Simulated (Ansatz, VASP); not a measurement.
Ni2Ge: VASP beside Ansatz

File INCAR:

```
SYSTEM = Ni2Ge
PREC = Accurate
ENCUT = 520
EDIFF = 1E-6
ISMEAR = 0
SIGMA = 0.15
LREAL = .FALSE.
LASPH = .TRUE.
NELM = 80
ALGO = Fast
ISIF = 2
LWAVE = .FALSE.
LCHARG = .FALSE.
GGA = PS
NBANDS = 43
```

Contents of KPOINTS:

```
regular mesh
0
G
  18 18 10
  0 0 0
```

File POSCAR:

```
Ni2Ge
1.0
    4.0263800547      0.0000000000      0.0000000000
   -2.0131900273      3.4869474127      0.0000000000
    0.0000000000      0.0000000000      4.8794435671
Ni Ge
4 2
Direct
    0.6666666667      0.3333333333      0.2500000000
    0.3333333333      0.6666666667      0.7500000000
    0.0000000000      0.0000000000      0.0000000000
    0.0000000000      0.0000000000      0.5000000000
    0.6666666667      0.3333333333      0.7500000000
    0.3333333333      0.6666666667      0.2500000000
```

Input for Ansatz:

```yaml
crystal:
  lattice:
    - [4.0263800547, 0.0, 0.0]
    - [-2.0131900273, 3.4869474127, 0.0]
    - [0.0, 0.0, 4.8794435671]
  atoms:
    - { symbol: Ni, position: [0.6666666667, 0.3333333333, 0.25] }
    - { symbol: Ni, position: [0.3333333333, 0.6666666667, 0.75] }
    - { symbol: Ni, position: [0.0, 0.0, 0.0] }
    - { symbol: Ni, position: [0.0, 0.0, 0.5] }
    - { symbol: Ge, position: [0.6666666667, 0.3333333333, 0.75] }
    - { symbol: Ge, position: [0.3333333333, 0.6666666667, 0.25] }
basis:
  ecutwfc: 420
kpoints:
  mp_grid: { grid: [18, 18, 10] }
hamiltonian:
  xc: pbesol
scf:
  occupations: { method: gaussian, width: 0.15 }
output:
  forces: true
  stress: true
  eigenvalues: true
```

Alike in both runs: task single point; functional PBEsol; k mesh 18 × 18 × 10; occupations gaussian, width 0.15 eV; no spin polarisation.

|  | VASP | Ansatz |
| --- | --- | --- |
| version | VASP 6.6.1 | Ansatz 0.2.0 |
| potentials or method | VASP PAW PBE potentials, release 64 (Ni, Ge_d), cutoff 520 eV | scalar-relativistic, plane waves, PAW |
| valence electrons in the cell | 68 | 100 |

|  | VASP | Ansatz | Ansatz less VASP |
| --- | --- | --- | --- |
| gap on the k mesh at the Fermi level (eV) | none | none | - |
| pressure (GPa) | -0.3 | -0.4 | -0.07 |
| traceless stress, the component that is largest in VASP (GPa) | 7.08 | 7.15 | +0.071 |

VASP's potentials were made for PBE, not for PBEsol. A gap of «none» marks a metal or a gap that the smearing closes. With one functional, cell and mesh, what is left measures potentials, basis and numerics. VASP's potentials hold 68 valence electrons a cell and Ansatz's 100, so a difference there can come from the potentials and not from the codes.
